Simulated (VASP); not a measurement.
Ga2O3, 5 atoms in the cell. It takes space group P-62m (No. 189, hexagonal). Conventional cell: a = 5.287 Å, b = 5.287 Å, c = 2.655 Å, α = 90.00°, β = 90.00°, γ = 120.00°. Ga (site symmetry -6) has 6 O at 2.02 Å and 2 Ga at 2.66 Å within 2.7 Å. O (site symmetry m2m) has 4 Ga at 2.02 Å and 6 O at 2.64 to 2.66 Å within 2.7 Å.  This cell differs from its parent crystal: atoms taken out.

* Program: VASP 6.6.1
* Task: single point
* Functional: PBE
* Potentials or basis: VASP PAW PBE potentials, release 64 (Ga_d, O)
* Cutoff: 520 eV
* k mesh: 6 × 6 × 6
* Occupations: gaussian, width 0.1 eV
* Spin: no spin polarisation
* Dipole correction: no
* Further INCAR settings: ALGO = Normal; EDIFF = 1e-06; NBANDS = 30

Potentials or basis: VASP PAW PBE potentials, release 64 (Ga_d, O).

Run with:

```console
$ cat potpaw_PBE.64/Ga_d/POTCAR potpaw_PBE.64/O/POTCAR > POTCAR
$ mpirun -np 1 vasp_std > vasp.out
```

Hardware: 1 thread of Intel(R) Xeon(R) Platinum 8488C (Sapphire Rapids), on a shared host.

Q: How long does it take, and how much memory?

A: It took 39 s on 1 thread of Intel(R) Xeon(R) Platinum 8488C (Sapphire Rapids) (shared host), peak memory 0.2 GiB. Counts: scf iterations 14, k points 28.
